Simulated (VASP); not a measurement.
Input of a VASP 6.6.1 run:

The input INCAR:

```
SYSTEM = La
PREC = Accurate
ENCUT = 500
EDIFF = 1E-6
ISMEAR = -1
SIGMA = 0.1
LREAL = .FALSE.
LASPH = .TRUE.
NELM = 200
ALGO = Normal
ISIF = 2
LWAVE = .FALSE.
LCHARG = .TRUE.
GGA = PS
LELF = .TRUE.
LVHAR = .TRUE.
NBANDS = 12
GGA_COMPAT = .FALSE.
LMAXMIX = 6
```

The input KPOINTS:

```
Automatic mesh
0
G
  7 7 7
  0 0 0
```

Contents of POSCAR:

```
La
1.0
   -2.1238310700      2.1238310700      2.1238310700
    2.1238310700     -2.1238310700      2.1238310700
    2.1238310700      2.1238310700     -2.1238310700
La
1
Direct
    0.0000000000      0.0000000000      0.0000000000
```

Potentials or basis: VASP PAW PBE potentials, release 64 (La).

Launch:

```bash
$ cat potpaw_PBE.64/La/POTCAR > POTCAR
$ mpirun -np 1 vasp_std > vasp.out
```

Predict the pressure.

-2.2 GPa.

Caveat: the PAW data sets were made with another functional, which shifts forces and pressure a little.
